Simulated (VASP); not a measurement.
Wanted: the native input for a VASP 6.6.1 run.

| Item | Value |
| --- | --- |
| Task | single point |
| Functional | BLYP |
| Potentials or basis | VASP PAW PBE potentials, release 64 (Pt) |
| Cutoff | 520 eV |
| k mesh | 9 × 9 × 13 |
| Occupations | fermi-dirac, width 0.1 eV |
| Spin | no spin polarisation |
| Dipole correction | no |
| Further INCAR settings | ALGO = Normal; EDIFF = 1e-07; NBANDS = 22 |

The structure of Pt lies in POSCAR:

```
Pt
1.0
    4.6313162671      0.0000000000      0.0000000000
   -2.3156581336      4.0108375403      0.0000000000
    0.0000000000      0.0000000000      2.7542428213
Pt
3
Direct
    1.0000000000      1.0000000000      0.0000000000
    0.3333333333      0.6666666667      0.5000000000
    0.6666666667      0.3333333333      0.5000000000
```

This isn't the form of Pt at room conditions, which is fcc.

The input as run:

INCAR

```
SYSTEM = Pt
  PREC = Accurate
  ENCUT = 520
  EDIFF = 1E-7
  ISMEAR = -1
  SIGMA = 0.1
  LREAL = .FALSE.
  LASPH = .TRUE.
  NELM = 60
  ALGO = Normal
  ISIF = 2
  LWAVE = .FALSE.
  LCHARG = .TRUE.
  GGA = B5
  ALDAX = 1.0
  AGGAX = 1.0
  AGGAC = 1.0
  ALDAC = 0.0
  LELF = .TRUE.
  LVHAR = .TRUE.
  NBANDS = 22
```

KPOINTS

```
regular mesh
0
G
  9 9 13
  0 0 0
```

Potentials or basis: VASP PAW PBE potentials, release 64 (Pt).

Command:

```console
$ cat potpaw_PBE.64/Pt/POTCAR > POTCAR
$ mpirun -np 1 vasp_std > vasp.out
```

It gave:

* Pressure: 1.0 GPa
* Band gap on the k mesh: zero (bands 15 and 16 overlap by 1.10 eV)

Caveat: the PAW data sets were made with another functional, which shifts forces and pressure a little; spin-orbit coupling is left out, which moves the levels of the heavy elements.

It took 76 s on 1 thread of AMD EPYC 7R13 Processor (Zen 3), on a shared host, peak memory 0.19 GiB.
